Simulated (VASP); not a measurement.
Write the native input for VASP 6.6.1 that does the following.

| Quantity | Value |
| --- | --- |
| Task | single point |
| Functional | r2SCAN |
| Potentials or basis | VASP PAW PBE potentials, release 64 (Ag) |
| Cutoff | 520 eV |
| k mesh | 20 × 20 × 20 |
| Occupations | gaussian, width 0.15 eV |
| Spin | no spin polarisation |
| Dipole correction | no |
| Further INCAR settings | ALGO = Normal; EDIFF = 1e-06; NBANDS = 12 |

Crystal: Ag.

```xyz
1
Lattice="0.0000 2.0431 2.1248 2.0431 0.0000 2.1248 2.0431 2.0431 0.0000" Properties=species:S:1:pos:R:3 pbc="T T T"
Ag    0.0000    0.0000    0.0000
```

This cell differs from its parent crystal: strain +0.000 along x and y, +0.040 along z.

These files were run (other wordings do the same):

POSCAR

```
Ag
1.0
    0.0000000000      2.0431000000      2.1248240000
    2.0431000000      0.0000000000      2.1248240000
    2.0431000000      2.0431000000      0.0000000000
Ag
1
Direct
    0.0000000000      0.0000000000      0.0000000000
```

INCAR.step1

```
  PREC = Accurate
  ENCUT = 520
  ISMEAR = 0
  SIGMA = 0.15
  LREAL = False
  LASPH = True
  NELM = 80
  NBANDS = 12
  GGA = PE
  ALGO = Normal
  EDIFF = 1E-4
  LWAVE = True
  LCHARG = False
```

INCAR.step2

```
  PREC = Accurate
  ENCUT = 520
  EDIFF = 1E-6
  ISMEAR = 0
  SIGMA = 0.15
  LREAL = False
  LASPH = True
  NELM = 80
  ALGO = Normal
  ISIF = 2
  LWAVE = False
  LCHARG = False
  METAGGA = R2SCAN
  LMIXTAU = True
  NBANDS = 12
  ISTART = 1
```

KPOINTS

```
regular mesh
0
Gamma
  20 20 20
```

Potentials or basis: VASP PAW PBE potentials, release 64 (Ag).

Launch:

```sh
$ cat potpaw_PBE.64/Ag/POTCAR > POTCAR
$ cp INCAR.step1 INCAR
$ mpirun -np 1 vasp_std > vasp.out
$ cp INCAR.step2 INCAR
$ mpirun -np 1 vasp_std > vasp.out
```

Results of the run:

```json
{
  "Pressure": "-2.4 GPa",
  "Band gap on the k mesh": "zero (an odd number of electrons rules out a gap without spin polarisation)"
}
```

Caveat: the cell differs from its parent crystal (strain +0.000 along x and y, +0.040 along z); the PAW data sets were made with another functional, which shifts forces and pressure a little.

Wall time 2.2 min on 1 thread of Intel(R) Xeon(R) 6975P-C (Granite Rapids) (shared host), peak memory 0.25 GiB.
